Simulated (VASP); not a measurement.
## GaN: relaxation of cell and atoms with r2SCAN

The system is GaN.

```
Ga N
1.0
     2.24895    2.24895    0.00000
    -2.24895    2.24895    0.00000
     0.00000    2.24895    2.24895
Ga N
1 1
Cartesian
  0.0000 0.0000 0.0000
  -1.1245 3.3734 1.1245
```

- Program: VASP 6.6.1
- Task: relaxation of cell and atoms
- Functional: r2SCAN
- Potentials or basis: VASP PAW PBE potentials, release 64 (Ga_d, N)
- Cutoff: 600 eV
- k mesh: 10 × 10 × 10
- Occupations: gaussian, width 0.01 eV
- Spin: no spin polarisation
- Target pressure: 10 GPa
- Dipole correction: no
- Further INCAR settings: ALGO = Normal; EDIFF = 1e-07; IBRION = 2; EDIFFG = -0.002; NSW = 100; ISIF = 3

* Relaxed volume: 10.92 Å³/atom
* Relaxed cell: a = 3.138 Å, b = 3.138 Å, c = 3.138 Å, α = 60.00°, β = 60.00°, γ = 90.00°
* Space group after relaxing (to 0.1 Å): F-43m (No. 216)
* Energy change on relaxing (the run minimises the enthalpy): +15.3 meV/atom
* Ionic steps: 7
* Pressure after relaxing: 10.0 GPa
* Band gap on the k mesh: 2.43 eV

The path:
| step | energy change (eV) | largest force (eV/Å) | pressure (GPa) | volume (Å³) |
| --- | --- | --- | --- | --- |
| 1 | 0.0000 | 0.0000 | 1.17 | 22.75 |
| 2 | 0.1427 | 0.0000 | 23.47 | 20.75 |
| 3 | 0.0302 | 0.0000 | 9.92 | 21.85 |
| 4 | 0.0313 | 0.0000 | 10.13 | 21.83 |
| 5 | 0.0298 | 0.0000 | 9.85 | 21.86 |
| 6 | 0.0309 | 0.0000 | 10.05 | 21.84 |
| 7 | 0.0306 | 0.0000 | 9.98 | 21.84 |

Final structure:
```yaml
crystal:
  lattice:
    - [2.21866, 2.21866, 0.00000]
    - [-2.21866, 2.21866, 0.00000]
    - [0.00000, 2.21866, 2.21866]
  atoms:
    - { symbol: Ga, position: [0.00000, 0.00000, 0.00000] }
    - { symbol: N, position: [0.25000, 0.75000, 0.50000] }
```

Levels at points of the mesh, in eV from the valence-band top:
| k point | band 5 | band 6 | band 7 | band 8 | band 9 | band 10 | band 11 | band 12 | band 13 |
| --- | --- | --- | --- | --- | --- | --- | --- | --- | --- |
| (0.00, 0.00, 0.00) | -13.47 | -13.47 | 0.00 | 0.00 | 0.00 | 2.43 | 11.31 | 11.31 | 11.31 |
| (0.50, 0.00, 0.00) | -13.42 | -12.33 | -7.48 | -1.06 | -1.06 | 5.50 | 9.69 | 11.25 | 11.25 |
| (0.50, 0.50, 0.00) | -13.38 | -11.96 | -6.42 | -2.96 | -2.96 | 3.79 | 7.53 | 12.95 | 15.47 |

Wall time 10 min on 1 thread of Intel Xeon 8259CL, on a shared host, peak memory 0.19 GiB.

Caveat: the cell is relaxed towards a set pressure, so the run minimises the enthalpy, not the energy; the PAW data sets were made with another functional, which shifts forces and pressure a little.
